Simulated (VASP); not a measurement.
# Nb (Im-3m) in VASP: a series of runs, part 2 of 2

VASP 6.6.1.

## Step 3: Relaxation of cell and atoms, LDA

This run uses another cell than the first one, of 17.22 Å³/atom, 1.005 times its volume.

The input, INCAR:

```
PREC     = Accurate       # precision mode
ENCUT    = 500            # plane-wave cutoff, eV
EDIFF    = 1E-7           # SCF threshold, eV
ISMEAR   = 0              # smearing method
SIGMA    = 0.1            # smearing width, eV
LREAL    = F              # projectors in reciprocal space
LASPH    = T              # aspherical terms in the spheres
NELM     = 120            # most SCF steps
ALGO     = Normal         # electronic algorithm
ISIF     = 3              # what is computed and relaxed
LWAVE    = F              # write WAVECAR
LCHARG   = F              # write CHGCAR
GGA      = CA             # functional
IBRION   = 2              # ionic algorithm
NSW      = 100            # ionic steps
EDIFFG   = -0.005         # ionic threshold
GGA_COMPAT= F            
NELMIN   = 4
```

The input, KPOINTS:

```
regular mesh
0
Gamma
  18 18 18
```

The input, POSCAR:

```
Nb
1.0
   -1.6266165042      1.6266165042      1.6266165042
    1.6266165042     -1.6266165042      1.6266165042
    1.6266165042      1.6266165042     -1.6266165042
Nb
1
Direct
    0.0000000000      0.0000000000      0.0000000000
```

Potentials or basis: VASP PAW LDA potentials, release 64 (Nb_sv).

Command:

```
$ cat potpaw_LDA.64/Nb_sv/POTCAR > POTCAR
$ mpirun -np 1 vasp_std > vasp.out
```

OUTCAR:

```text
PREC = Accurate
   ENCUT = 500
   EDIFF = 1E-7
   ISMEAR = 0
   LREAL = F
   LASPH = T
   NELM = 120
   ISIF = 3
   GGA = CA
   IBRION = 2
   NSW = 100
   EDIFFG = -0.005
   NELMIN = 4

 ion  position               nearest neighbor table
   1  0.000  0.000  0.000-

  LATTYP: Found a body centered cubic cell.
 ALAT       =     3.2532330084

  Lattice vectors:

 A1 = (  -1.6266165042,   1.6266165042,   1.6266165042)
 A2 = (   1.6266165042,  -1.6266165042,   1.6266165042)
 A3 = (   1.6266165042,   1.6266165042,  -1.6266165042)

Analysis of symmetry for initial positions (statically):
=====================================================================
 Subroutine PRICEL returns:
 Original cell was already a primitive cell.

 Routine SETGRP: Setting up the symmetry group for a
 body centered cubic supercell.

 Subroutine GETGRP returns: Found 48 space group operations
 (whereof 48 operations were pure point group operations)
 out of a pool of 48 trial point group operations.

The static configuration has the point symmetry O_h .

Analysis of symmetry for dynamics (positions and initial velocities):
=====================================================================
 Subroutine PRICEL returns:
 Original cell was already a primitive cell.

 Routine SETGRP: Setting up the symmetry group for a
 body centered cubic supercell.

 Subroutine GETGRP returns: Found 48 space group operations
 (whereof 48 operations were pure point group operations)
 out of a pool of 48 trial point group operations.

The dynamic configuration has the point symmetry O_h .

 Subroutine INISYM returns: Found 48 space group operations
 (whereof 48 operations are pure point group operations),
[... 120 lines left out ...]
   LHFCALC =     F    Hartree Fock is set to
   AEXX    =    0.0000 exact exchange contribution
   IVDW    =     0    specifies the selected vdW correction
   LEPSILON=     F    determine dielectric tensor
   LRPA    =     F    only Hartree local field effects (RPA)
 conjugate gradient relaxation of ions
 non-spin polarized calculation
 Gauss-broadening in eV      SIGMA  =   0.10
  energy-cutoff  :      500.00
  volume of cell :       17.22
 maximum number of plane-waves:       466
 NGX is ok and might be reduce to    24
   NGX = 11   NGY = 11   NGZ = 11

--------------------------------------- Ionic step        1  -------------------------------------------

 number of electron      13.0000001 magnetization

 Free energy of the ion-electron system (eV)
  ---------------------------------------------------
  ext. energy  EPLUGINS =         0.00000000
  ---------------------------------------------------
  free energy    TOTEN  =       -11.25823894 eV

  energy without entropy =      -11.25054924  energy(sigma->0) =      -11.25439409

------------------------ aborting loop because EDIFF is reached ----------------------------------------

  FORCE on cell =-STRESS in cart. coord.  units (eV):
  Direction    XX          YY          ZZ          XY          YZ          ZX
  --------------------------------------------------------------------------------------
  -------------------------------------------------------------------------------------
  Total       -0.1286545     -0.1286545     -0.1286545      0.0000000      0.0000000      0.0000000
  in kB      -11.9734673    -11.9734673    -11.9734673      0.0000000      0.0000000      0.0000000
  external PRESSURE =     -11.9734673 kB  Pullay stress =       0.0000000 kB
[... 57 lines left out ...]
--------------------------------------- Ionic step        3  -------------------------------------------

 number of electron      13.0000001 magnetization

 Free energy of the ion-electron system (eV)
  ---------------------------------------------------
  ext. energy  EPLUGINS =         0.00000000
  ---------------------------------------------------
  free energy    TOTEN  =       -11.25862474 eV

  energy without entropy =      -11.25098356  energy(sigma->0) =      -11.25480415

 E-fermi :  11.7235     XC(G=0): -12.9813

 val. band max:       11.7214765406   @ k =  -0.1111   0.1667   0.0556
 cond. band min:      11.7261390087   @ k =   0.1111   0.0000   0.0000
 fundamental gap:      0.0046624680
 Fermi energy:        11.7235238077

 k-point     1 :       0.0000    0.0000    0.0000
  band No.  band energies     occupation
      1     -42.2844      2.00000
      2     -17.6114      2.00000
      3     -17.6114      2.00000
      4     -17.6114      2.00000
      5       5.7180      2.00000
      6      12.0477      0.00000
      7      12.0477      0.00000
      8      12.0477      0.00000
      9      15.1249      0.00000
     10      15.1249      0.00000
[... 287 lines left out ...]
 k-point    24 :       0.3889    0.1111    0.0000
  band No.  band energies     occupation
      1     -41.9756      2.00000
      2     -19.1253      2.00000
      3     -18.1638      2.00000
      4     -17.6988      2.00000
      5       8.1963      2.00000
      6      10.0394      2.00000
      7      13.0291      0.00000
      8      15.0342      0.00000
      9      16.2136      0.00000
     10      18.9255      0.00000

 [... further k-points ...]
[... 5 lines left out ...]
  --------------------------------------------------------------------------------------
  -------------------------------------------------------------------------------------
  Total       -0.0006870     -0.0006870     -0.0006870      0.0000000      0.0000000      0.0000000
  in kB       -0.0643290     -0.0643290     -0.0643290      0.0000000      0.0000000      0.0000000
  external PRESSURE =      -0.0643290 kB  Pullay stress =       0.0000000 kB
[... 16 lines left out ...]
  FREE ENERGIE OF THE ION-ELECTRON SYSTEM (eV)
  ---------------------------------------------------
  free  energy   TOTEN  =       -11.2586247424 eV

  energy  without entropy=      -11.2509835590  energy(sigma->0) =      -11.25480415

 reached required accuracy - stopping structural energy minimisation
```

It took 38 s on 1 thread of Intel Xeon Platinum 8559C (Emerald Rapids), shared host; peak memory 0.16 GiB.

Results:

```
Free energy                            : -11.2586 eV
Relaxed volume                         : 17.11 Å³/atom
Relaxed cell                           : a = 2.812 Å, b = 2.812 Å, c = 2.812 Å, α = 109.47°, β = 109.47°, γ = 109.47°
Space group after relaxing (to 0.05 Å) : Im-3m (No. 229)
Energy gained by relaxing              : 0.4 meV/atom
Ionic steps                            : 3
Pressure after relaxing                : 0.0 GPa
```

The path:
```
step  energy change (eV)  largest force (eV/Å)  pressure (GPa)  volume (Å³)
   1              0.0000                0.0000           -1.20        17.22
   2              0.0012                0.0000            2.41        16.90
   3             -0.0004                0.0000           -0.01        17.11
```

Final structure:
```
CELL_PARAMETERS angstrom
-1.62328 1.62328 1.62328
1.62328 -1.62328 1.62328
1.62328 1.62328 -1.62328
ATOMIC_POSITIONS crystal
Nb 0.00000 0.00000 0.00000
```

## Step 4: Relaxation of cell and atoms, LDA

This run uses another cell than the first one, of 17.22 Å³/atom, 1.005 times its volume.

The input, INCAR:

```
PREC = Accurate ; ENCUT = 500
EDIFF = 1E-7 ; ISMEAR = 0
SIGMA = 0.1 ; LREAL = F
LASPH = T ; NELM = 120
ALGO = Normal ; ISIF = 3
LWAVE = F ; LCHARG = F
IBRION = 2 ; NSW = 100
EDIFFG = -0.005 ; GGA_COMPAT = F
NELMIN = 4
```

The input, KPOINTS:

```
Automatic mesh
0
Gamma
  18 18 18
```

POSCAR is that of step 3.

Command:

```
$ cat potpaw_LDA.64/Nb_sv/POTCAR > POTCAR
$ mpirun -np 1 vasp_std > vasp.out
```

Run time: 34 s. Hardware: 1 thread of Intel Xeon Platinum 8559C (Emerald Rapids), shared host; peak memory 0.16 GiB.

It converged, with:

```yaml
Free_energy: -11.2586 eV
Relaxed_volume: 17.11 Å³/atom
Relaxed_cell: a = 2.812 Å, b = 2.812 Å, c = 2.812 Å, α = 109.47°, β = 109.47°, γ = 109.47°
Space_group_after_relaxing_to_0.05_Å: Im-3m (No. 229)
Energy_gained_by_relaxing: 0.4 meV/atom
Ionic_steps: 3
Pressure_after_relaxing: 0.0 GPa
```

The path:
```tsv
step	energy change (eV)	largest force (eV/Å)	pressure (GPa)	volume (Å³)
1	0.0000	0.0000	-1.20	17.22
2	0.0012	0.0000	2.41	16.90
3	-0.0004	0.0000	-0.01	17.11
```

Final structure:
```cif
data_structure
_symmetry_space_group_name_H-M 'P 1'
_symmetry_Int_Tables_number 1
_cell_length_a 2.8116
_cell_length_b 2.8116
_cell_length_c 2.8116
_cell_angle_alpha 109.471
_cell_angle_beta 109.471
_cell_angle_gamma 109.471
_cell_volume 17.11
loop_
_atom_site_label
_atom_site_type_symbol
_atom_site_fract_x
_atom_site_fract_y
_atom_site_fract_z
_atom_site_occupancy
Nb1 Nb 0.00000 0.00000 0.00000 1
```

Levels at points of the mesh, in eV from the Fermi level:
| k point | band 4 | band 5 | band 6 | band 7 | band 8 | band 9 |
| --- | --- | --- | --- | --- | --- | --- |
| (0.00, 0.00, 0.00) | -29.33 | -6.01 | 0.32 | 0.32 | 0.32 | 3.40 |
| (0.50, 0.00, 0.00) | -29.35 | -3.95 | -1.84 | 2.62 | 3.47 | 4.19 |
| (0.50, 0.50, 0.50) | -30.43 | -4.04 | -4.04 | 5.98 | 5.98 | 5.98 |
